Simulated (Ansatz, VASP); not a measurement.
## Two plane-wave programs on LiH

```
Li H
1.0
     0.00000    2.19510    2.11380
     2.19510    0.00000    2.11380
     2.19510    2.19510    0.00000
Li H
1 1
Direct
  0.00000 0.00000 0.00000
  0.50000 0.50000 0.50000
```

Change from the starting cell: strain +0.080 along x and y, +0.040 along z, atoms carried along.

Alike in both runs: task single point; functional PBE; k mesh 10 × 10 × 10; occupations gaussian, width 0.05 eV; no spin polarisation.

|  | VASP | Ansatz |
| --- | --- | --- |
| version | VASP 6.6.1 | Ansatz 0.2.0 |
| potentials or method | VASP PAW PBE potentials, release 64 (Li_sv, H), cutoff 520 eV | scalar-relativistic, plane waves, PAW |
| valence electrons in the cell | 4 | 4 |

```tsv
	VASP	Ansatz	Ansatz less VASP
gap on the k mesh at the Fermi level (eV)	2.80	2.81	+0.007
least direct gap on the mesh (eV)	3.05	3.06	+0.007
```

The functional is the same, so the differences come from potentials, cutoffs and numerics.

Noted on VASP's run: the cutoff is short for stress, so the pressure is rough.
